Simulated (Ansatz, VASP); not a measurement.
Ni in VASP and in Ansatz

```
Ni
1.0
     4.02111    0.00000    0.00000
    -2.01056    3.48238    0.00000
     0.00000    0.00000    2.42020
Ni
3
Cartesian
  -2.0106 3.4824 0.0000
  0.0000 2.3216 1.2101
  2.0106 1.1608 1.2101
```

Alike in both runs: functional revPBE; k mesh 9 × 9 × 13; occupations fermi-dirac, width 0.1 eV; no spin polarisation.

Ansatz relaxed the structure, and its values are those at the end. VASP's run is a single point on that final structure, the one shown.

|  | VASP | Ansatz |
| --- | --- | --- |
| version | VASP 6.6.1 | Ansatz 0.2.0 |
| potentials or method | VASP PAW PBE potentials, release 64 (Ni), cutoff 520 eV | plane waves (420 eV) with PAW, scalar-relativistic |
| valence electrons in the cell | 30 | 54 |

Ansatz gave:

| Property | Result |
| --- | --- |
| pressure (GPa) | 0.0 |

Task: Estimate VASP's values.

Result: Pressure (GPa): 0.1.

VASP's potentials were made for PBE, not for revPBE. VASP's potentials hold 30 valence electrons a cell and Ansatz's 54, so a difference there can come from the potentials and not from the codes.
